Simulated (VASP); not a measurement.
Here is a VASP 6.6.1 calculation.

File INCAR:

```
SYSTEM = Au
PREC = Accurate ; ENCUT = 500
EDIFF = 1E-6 ; ISMEAR = -1
SIGMA = 0.06122561905347299 ; LREAL = .False.
LASPH = .True. ; NELM = 120
ALGO = Normal ; ISIF = 2
LWAVE = .False. ; LCHARG = .True.
GGA = PE ; LELF = .True.
LVHAR = .True. ; NBANDS = 12
GGA_COMPAT = .False.
```

KPOINTS

```
regular mesh
0
Gamma
  12 12 12
  0 0 0
```

Contents of POSCAR:

```
Au
1.0
    0.0000000000      2.0792707318      2.0792707318
    2.0792707318      0.0000000000      2.0792707318
    2.0792707318      2.0792707318      0.0000000000
Au
1
Direct
    0.0000000000      0.0000000000      0.0000000000
```

Potentials or basis: VASP PAW PBE potentials, release 64 (Au).

Run with:

```bash
$ cat potpaw_PBE.64/Au/POTCAR > POTCAR
$ mpirun -np 1 vasp_std > vasp.out
```

(1) Estimate the pressure.

Answers

(1) -0.2 GPa.
